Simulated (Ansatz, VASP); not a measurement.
**CaF in VASP and in Ansatz**

```
Ca F
1.0
     5.33490    0.00000    0.00000
     0.00000    5.33490    0.00000
     0.00000    0.00000    7.59514
Ca F
2 2
Direct
  0.50000 0.50000 0.00000
  0.00000 0.00000 0.00000
  0.50000 0.50000 0.73368
  0.50000 0.50000 0.26632
```

Alike in both runs: functional PBE; k mesh 4 × 4 × 4; occupations gaussian, width 0.1 eV; no spin polarisation.

Ansatz relaxed the structure, and its values are those at the end. VASP's run is a single point on that final structure, the one shown.

|  | VASP | Ansatz |
| --- | --- | --- |
| version | VASP 6.6.1 | Ansatz 0.2.0 |
| potentials or method | VASP PAW PBE potentials, release 64 (Ca_sv, F), cutoff 600 eV | scalar-relativistic, plane waves, PAW |
| valence electrons in the cell | 34 | 34 |

|  | VASP | Ansatz | Ansatz less VASP |
| --- | --- | --- | --- |
| gap on the k mesh at the Fermi level (eV) | none | none | - |
| pressure (GPa) | 0.4 | 0.3 | -0.05 |
| rms of the force components (eV/Å) | 0.054 | 0.001 | -0.0535 |

A gap of «none» marks a metal or a gap that the smearing closes.
